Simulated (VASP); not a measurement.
# Cd (Im-3m) in VASP: further runs, part 3 of 3

VASP 6.6.1.

## (4) Single point, PBEsol, non-collinear spin, typed start

This run uses another cell than the first one, of 22.27 Å³/atom.

INCAR reads:

```
  PREC = Accurate
  ENCUT = 520
  EDIFF = 1E-6
  ISMEAR = -5
  SIGMA = 0.05
  LREAL = F
  LASPH = T
  NELM = 150
  ALGO = Fast
  ISIF = 2
  LWAVE = F
  LCHARG = F
  LNONCOLLINEAR = T
  MAGMOM = 0 0 0.5
  LORBIT = 11
  GGA = PS
  NBANDS = 23
```

KPOINTS reads:

```
regular mesh
0
Gamma
  10 10 10
```

POSCAR reads:

```
Cd
1.0
   -1.7723463237      1.7723463237      1.7723463237
    1.7723463237     -1.7723463237      1.7723463237
    1.7723463237      1.7723463237     -1.7723463237
Cd
1
Direct
    0.0000000000      0.0000000000      0.0000000000
```

Potentials or basis: VASP PAW PBE potentials, release 64 (Cd).

Run with:

```bash
> cat potpaw_PBE.64/Cd/POTCAR > POTCAR
> mpirun -np 1 vasp_ncl > vasp.out
```

OUTCAR:

```text
PREC = Accurate
   ENCUT = 520
   EDIFF = 1E-6
   ISMEAR = -5
   LREAL = F
   LASPH = T
   NELM = 150
   ISIF = 2
   LNONCOLLINEAR = T
   LORBIT = 11
   GGA = PS

 ion  position               nearest neighbor table
   1  0.000  0.000  0.000-

  LATTYP: Found a body centered cubic cell.
 ALAT       =     3.5446926474

  Lattice vectors:

 A1 = (  -1.7723463237,   1.7723463237,   1.7723463237)
 A2 = (   1.7723463237,  -1.7723463237,   1.7723463237)
 A3 = (   1.7723463237,   1.7723463237,  -1.7723463237)

Analysis of symmetry for initial positions (statically):
=====================================================================
 Subroutine PRICEL returns:
 Original cell was already a primitive cell.

 Routine SETGRP: Setting up the symmetry group for a
 body centered cubic supercell.

 Subroutine GETGRP returns: Found 48 space group operations
 (whereof 48 operations were pure point group operations)
 out of a pool of 48 trial point group operations.

The static configuration has the point symmetry O_h .

Analysis of symmetry for dynamics (positions and initial velocities):
=====================================================================
 Subroutine PRICEL returns:
 Original cell was already a primitive cell.

 Routine SETGRP: Setting up the symmetry group for a
 body centered cubic supercell.

 Subroutine GETGRP returns: Found 48 space group operations
 (whereof 48 operations were pure point group operations)
 out of a pool of 48 trial point group operations.

The dynamic configuration has the point symmetry O_h .

Analysis of structural, dynamic, and magnetic symmetry:
=====================================================================
 Subroutine PRICEL returns:
 Original cell was already a primitive cell.

 Routine SETGRP: Setting up the symmetry group for a
 body centered cubic supercell.

 Subroutine GETGRP returns: Found  8 space group operations
 (whereof  8 operations were pure point group operations)
 out of a pool of 48 trial point group operations.

The overall configuration has the point symmetry C_4h.

 Subroutine INISYM returns: Found  8 space group operations
 (whereof  8 operations are pure point group operations),
 and found     1 'primitive' translations

----------------------------------------------------------------------------------------

                                     Primitive cell

  volume of cell :      22.2693

  direct lattice vectors                    reciprocal lattice vectors
    -1.772346324  1.772346324  1.772346324     0.000000000  0.282111906  0.282111906
     1.772346324 -1.772346324  1.772346324     0.282111906  0.000000000  0.282111906
     1.772346324  1.772346324 -1.772346324     0.282111906  0.282111906  0.000000000

  length of vectors
     3.069793881  3.069793881  3.069793881     0.398966484  0.398966484  0.398966484

  position of ions in fractional coordinates (direct lattice)
     0.000000000  0.000000000  0.000000000

  ion indices of the primitive-cell ions
   primitive index   ion index
                 1           1

----------------------------------------------------------------------------------------

 KPOINTS: regular mesh
[... 51 lines left out ...]
 [... further k-points ...]
   k-points           NKPTS =    144   k-points in BZ     NKDIM =    144   number of bands    NBANDS=     23
   number of dos      NEDOS =    301   number of ions     NIONS =      1
   total plane-waves  NPLWV =  13824
   dimension x,y,z NGX =    24 NGY =   24 NGZ =   24
   dimension x,y,z NGXF=    48 NGYF=   48 NGZF=   48
   ions per type =               1
   NGX,Y,Z   is equivalent  to a cutoff of  13.00, 13.00, 13.00 a.u.
   NGXF,Y,Z  is equivalent  to a cutoff of  25.99, 25.99, 25.99 a.u.
 SYSTEM =  unknown system
   PREC   = accura    normal or accurate (medium, high low for compatibility)
   ISTART =      0    job   : 0-new  1-cont  2-samecut
   ICHARG =      2    charge: 1-file 2-atom 10-const
   ISPIN  =      1    spin polarized calculation?
   LNONCOLLINEAR =      T non collinear calculations
   LSORBIT =      F    spin-orbit coupling
   LASPH  =      T    aspherical Exc in radial PAW
   ENCUT  =  520.0 eV  38.22 Ry    6.18 a.u.   5.71  5.71  5.71*2*pi/ulx,y,z
   NELM   =    150;   NELMIN=  2; NELMDL= -5     # of ELM steps
   EDIFF  = 0.1E-05   stopping-criterion for ELM
   LREAL  =      F    real-space projection
[... 7 lines left out ...]
   TEBEG  =    0.0;   TEEND  =   0.0 temperature during run
   PSTRESS=    0.0 pullay stress
   NELECT =      12.0000    total number of electrons
   NUPDOWN=      -1.0000    fix difference up-down
   EMIN   =  10.00;   EMAX   =-10.00  energy-range for DOS
   EFERMI =   0.00;   METHOD = LEGACY
   ISMEAR =    -5;   SIGMA  =   0.05  broadening in eV -4-tet -1-fermi 0-gaus
   EFERMI_NEDOS =   21; number of points for ismear=-14 and -15
   IALGO  =     68    algorithm
   IMIX   =      4    mixing-type and parameters
     AMIX     =   0.40;   BMIX     =  1.00
     AMIX_MAG =   1.60;   BMIX_MAG =  1.00
  volume/ion in A,a.u.               =      22.27       150.28
  Fermi-wavevector in a.u.,A,eV,Ry     =   1.332192  2.517477 24.146725  1.774734
  Thomas-Fermi vector in A             =   2.461145
   LORBIT       =     11    0 simple, 1 ext, 2 COOP (PROOUT), +10 PAW based schemes
   GGA     = PS    functional components
   LHFCALC =     F    Hartree Fock is set to
   AEXX    =    0.0000 exact exchange contribution
   IVDW    =     0    specifies the selected vdW correction
   LEPSILON=     F    determine dielectric tensor
   LRPA    =     F    only Hartree local field effects (RPA)
 RMM-DIIS sequential band-by-band and
 Fermi weights with tetrahedron method with Bloechl corrections
  energy-cutoff  :      520.00
  volume of cell :       22.27
 maximum number of plane-waves:      1232
   NGX = 11   NGY = 11   NGZ = 11

 number of electron      12.0000000 magnetization       0.0000000      0.0000000      0.5000000

 number of electron      12.0000001 magnetization       0.0000000     -0.0000000     -0.0000788

 number of electron      12.0000001 magnetization       0.0000000     -0.0000000      0.0002717

 Free energy of the ion-electron system (eV)
  ---------------------------------------------------
  ext. energy  EPLUGINS =         0.00000000
  ---------------------------------------------------
  free energy    TOTEN  =        -1.12945865 eV

  energy without entropy =       -1.12945865  energy(sigma->0) =       -1.12945865

 E-fermi :   2.7239     XC(G=0): -11.0614

 val. band max:        3.1133866390   @ k =   0.3000   0.3000   0.1000
 cond. band min:       2.1107256015   @ k =   0.4000   0.2000   0.4000
 fundamental gap:     -1.0026610375
 Fermi energy:         2.7238669301

 k-point     1 :       0.0000    0.0000    0.0000
  band No.  band energies     occupation
      1      -6.5962      1.00000
      2      -6.5962      1.00000
      3      -6.5961      1.00000
      4      -6.5961      1.00000
      5      -6.5955      1.00000
      6      -6.5954      1.00000
[... 613 lines left out ...]
     22      18.9441      0.00000
     23      20.8200      0.00000

 [... further k-points ...]

------------------------ aborting loop because EDIFF is reached ----------------------------------------

  FORCE on cell =-STRESS in cart. coord.  units (eV):
  Direction    XX          YY          ZZ          XY          YZ          ZX
  --------------------------------------------------------------------------------------
  -------------------------------------------------------------------------------------
  Total       -0.3083605     -0.3083605     -0.3994830      0.0000000      0.0000000     -0.0000000
  in kB      -22.1852098    -22.1852098    -28.7410802      0.0000013      0.0000000     -0.0000000
  external PRESSURE =     -24.3704999 kB  Pullay stress =       0.0000000 kB

 VOLUME and BASIS-vectors are now :
 -----------------------------------------------------------------------------
  energy-cutoff  :      520.00
  volume of cell :       22.27
      direct lattice vectors                 reciprocal lattice vectors
    -1.772346324  1.772346324  1.772346324     0.000000000  0.282111906  0.282111906
     1.772346324 -1.772346324  1.772346324     0.282111906  0.000000000  0.282111906
     1.772346324  1.772346324 -1.772346324     0.282111906  0.282111906  0.000000000

 POSITION                                       TOTAL-FORCE (eV/Angst)
 -----------------------------------------------------------------------------------
      0.00000      0.00000      0.00000         0.000000     -0.000000      0.000000
 -----------------------------------------------------------------------------------
    total drift:                                0.000000      0.000000      0.000000

  FREE ENERGIE OF THE ION-ELECTRON SYSTEM (eV)
  ---------------------------------------------------
  free  energy   TOTEN  =        -1.1294586524 eV

  energy  without entropy=       -1.1294586524  energy(sigma->0) =       -1.12945865

 total charge

# of ion       s       p       d       tot
------------------------------------------
    1        0.536   0.271   9.486  10.293

 magnetization (x)

# of ion       s       p       d       tot
------------------------------------------
    1        0.000   0.000  -0.000  -0.000

 magnetization (y)

# of ion       s       p       d       tot
------------------------------------------
    1        0.000   0.000   0.000   0.000

 magnetization (z)

# of ion       s       p       d       tot
------------------------------------------
    1        0.000  -0.000  -0.000  -0.000
```

OSZICAR:

```text
N       E                     dE             d eps       ncg     rms          rms(c)
DAV:   1     0.928090128292E+02    0.92809E+02   -0.63631E+03  6752   0.104E+03
DAV:   2     0.122590832989E+01   -0.91583E+02   -0.86149E+02  7401   0.290E+02
DAV:   3    -0.116750781265E+01   -0.23934E+01   -0.23884E+01  7614   0.525E+01
DAV:   4    -0.117195796571E+01   -0.44502E-02   -0.44505E-02  7705   0.230E+00
DAV:   5    -0.117197135501E+01   -0.13389E-04   -0.13395E-04  7966   0.118E-01    0.364E+00
RMM:   6    -0.113305006215E+01    0.38921E-01   -0.13363E-01  6703   0.395E+00    0.251E+00
RMM:   7    -0.113046757622E+01    0.25825E-02   -0.79398E-03  6909   0.771E-01    0.159E+00
RMM:   8    -0.112978603515E+01    0.68154E-03   -0.15725E-03  6927   0.433E-01    0.755E-01
RMM:   9    -0.112940066054E+01    0.38537E-03   -0.46380E-04  7145   0.323E-01    0.148E-01
RMM:  10    -0.112945506924E+01   -0.54409E-04   -0.59570E-05  7315   0.949E-02    0.233E-02
RMM:  11    -0.112945459378E+01    0.47546E-06   -0.12040E-05  7241   0.440E-02    0.139E-02
RMM:  12    -0.112945789816E+01   -0.33044E-05   -0.28227E-06  6987   0.177E-02    0.238E-03
RMM:  13    -0.112945865239E+01   -0.75423E-06   -0.10684E-07  4688   0.392E-03
   1 F= -.11294587E+01 E0= -.11294587E+01  d E =0.000000E+00  mag=     0.0000    -0.0000    -0.0001
```

It took 1.9 min on 1 thread of AMD EPYC 7R13 (Zen 3), shared host; peak memory 0.24 GiB.

What came out:

```
Free energy                                           : -1.1295 eV
Pressure                                              : -2.4 GPa
Band gap on the k mesh                                : zero (bands 12 and 13 overlap by 4.35 eV)
Net moment                                            : 0.00 μB per cell
Valence electrons inside the program's atomic spheres : Cd 10.29
```

Moments on the atoms (μB; x, y, z):
```
Cd  0.00 0.00 0.00
```

Caveat: the PAW data sets were made with another functional, which shifts forces and pressure a little; tetrahedron occupations give inexact forces and stress in metals.

## (5) Single point, PBEsol, non-collinear spin, typed start

This run uses another cell than the first one, of 22.72 Å³/atom.

INCAR reads:

```
PREC     = Accurate       # precision mode
ENCUT    = 520            # plane-wave cutoff, eV
EDIFF    = 1E-6           # SCF threshold, eV
ISMEAR   = -5             # smearing method
SIGMA    = 0.05           # smearing width, eV
LREAL    = F              # projectors in reciprocal space
LASPH    = T              # aspherical terms in the spheres
NELM     = 150            # most SCF steps
ALGO     = Fast           # electronic algorithm
ISIF     = 2              # what is computed and relaxed
LWAVE    = F              # write WAVECAR
LCHARG   = F              # write CHGCAR
LNONCOLLINEAR= T              # non-collinear magnetism
MAGMOM   = 0 0 0.5        # initial moments
LORBIT   = 11             # projections on sites
GGA      = PS             # functional
NBANDS   = 23             # bands
```

KPOINTS is that of step 4.

POSCAR reads:

```
Cd
1.0
   -1.7843220000      1.7843220000      1.7843220000
    1.7843220000     -1.7843220000      1.7843220000
    1.7843220000      1.7843220000     -1.7843220000
Cd
1
Direct
    0.0000000000      0.0000000000      0.0000000000
```

Run with:

```bash
> cat potpaw_PBE.64/Cd/POTCAR > POTCAR
> mpirun -np 1 vasp_ncl > vasp.out
```

It took 1.9 min on 1 thread of AMD EPYC 7R13 (Zen 3), shared host; peak memory 0.24 GiB.

It converged, with:

- Free energy: -1.1225 eV
- Pressure: -2.4 GPa
- Band gap on the k mesh: zero (bands 12 and 13 overlap by 4.36 eV)
- Net moment: 0.00 μB per cell
- Valence electrons inside the program's atomic spheres: Cd 10.29

Stress tensor (GPa, compression positive):
```
-2.20  0.00  0.00
 0.00 -2.20  0.00
 0.00  0.00 -2.79
```

Levels at points of the mesh, in eV from the Fermi level:
| k point | band 8 | band 9 | band 10 | band 11 | band 12 | band 13 | band 14 | band 15 | band 16 | band 17 |
| --- | --- | --- | --- | --- | --- | --- | --- | --- | --- | --- |
| (0.00, 0.00, 0.00) | -8.71 | -8.62 | -8.62 | -8.62 | -8.62 | 15.20 | 15.20 | 15.20 | 15.20 | 15.20 |
| (0.50, 0.00, 0.00) | -8.60 | -8.21 | -8.21 | -2.14 | -2.14 | -1.12 | -1.12 | 9.00 | 9.00 | 9.75 |
| (0.00, 0.00, 0.50) | -8.60 | -8.21 | -8.21 | -2.14 | -2.14 | -1.12 | -1.12 | 9.00 | 9.00 | 9.75 |
| (0.50, 0.50, 0.50) | -8.31 | -8.31 | -8.31 | 3.24 | 3.24 | 3.24 | 3.24 | 3.24 | 3.24 | 5.31 |

Moments on the atoms (μB; x, y, z):
```
Cd  0.00 0.00 0.00
```

Caveat: the PAW data sets were made with another functional, which shifts forces and pressure a little; tetrahedron occupations give inexact forces and stress in metals.

## (6) Single point, PBEsol, non-collinear spin, typed start

This run uses another cell than the first one, of 23.18 Å³/atom.

INCAR reads:

```
SYSTEM = Cd
PREC = Accurate
ENCUT = 520
EDIFF = 1E-6
ISMEAR = -5
SIGMA = 0.05
LREAL = .False.
LASPH = .True.
NELM = 150
ALGO = Normal
ISIF = 2
LWAVE = .False.
LCHARG = .False.
LNONCOLLINEAR = .True.
MAGMOM = 0 0 0.5
LORBIT = 11
GGA = PS
NBANDS = 23
```

KPOINTS reads:

```
regular mesh
0
Gamma
  10 10 10
  0 0 0
```

POSCAR reads:

```
Cd
1.0
   -1.7961390464      1.7961390464      1.7961390464
    1.7961390464     -1.7961390464      1.7961390464
    1.7961390464      1.7961390464     -1.7961390464
Cd
1
Direct
    0.0000000000      0.0000000000      0.0000000000
```

Potentials or basis: VASP PAW PBE potentials, release 64 (Cd).

Run with:

```bash
> cat potpaw_PBE.64/Cd/POTCAR > POTCAR
> mpirun -np 1 vasp_ncl > vasp.out
```

Wall time 1.7 min (1 thread of AMD EPYC 7R13 (Zen 3), shared host); peak memory 0.24 GiB.

The run converged. Its results:

```
Free energy                                           : -1.1129 eV
Pressure                                              : -3.1 GPa
Band gap on the k mesh                                : zero (bands 12 and 13 overlap by 4.38 eV)
Net moment                                            : 0.00 μB per cell
Valence electrons inside the program's atomic spheres : Cd 10.28
```

Stress tensor (GPa, compression positive):
```
-2.90  0.00  0.00
 0.00 -2.90  0.00
 0.00  0.00 -3.49
```

Levels at points of the mesh, in eV from the Fermi level:
```
           k point  band 8  band 9  band 10  band 11  band 12  band 13  band 14  band 15  band 16  band 17
(0.00, 0.00, 0.00)   -8.57   -8.57    -8.57    -8.55    -8.55    15.13    15.13    15.13    15.13    15.13
(0.50, 0.00, 0.00)   -8.55   -8.18    -8.18    -2.05    -2.05    -1.13    -1.13     8.90     8.90     9.68
(0.00, 0.00, 0.50)   -8.55   -8.18    -8.18    -2.05    -2.05    -1.13    -1.13     8.89     8.90     9.69
(0.50, 0.50, 0.50)   -8.27   -8.27    -8.27     3.25     3.25     3.25     3.25     3.25     3.25     5.15
```

Moments on the atoms (μB; x, y, z):
```
Cd  0.00 0.00 0.00
```

Caveat: the cell stands under tension; the PAW data sets were made with another functional, which shifts forces and pressure a little; tetrahedron occupations give inexact forces and stress in metals.

## (7) Summary

```tsv
cell	gap on the mesh (eV)	pressure (GPa)	moment (μB)
a = 3.027 Å, angles 109.5°, 1 atom	none	-0.4	0.00
a = 3.049 Å, angles 109.5°, 1 atom	none	-1.5	0.00
a = 3.070 Å, angles 109.5°, 1 atom	none	-2.4	0.00
a = 3.091 Å, angles 109.5°, 1 atom	none	-2.4	0.00
a = 3.111 Å, angles 109.5°, 1 atom	none	-3.1	0.00
```

Alike in all rows: task single point; level PBEsol; potentials or basis VASP PAW PBE potentials, release 64 (Cd); spin non-collinear, typed start; k mesh 10 × 10 × 10; cutoff (eV) 520; smearing tetrahedron.

Caveats: the PAW data sets were made with another functional, which shifts forces and pressure a little; tetrahedron occupations give inexact forces and stress in metals; the cell stands under tension (at least some runs).

Total energies depend on the potentials used, so only differences within one code and one set of settings carry meaning.
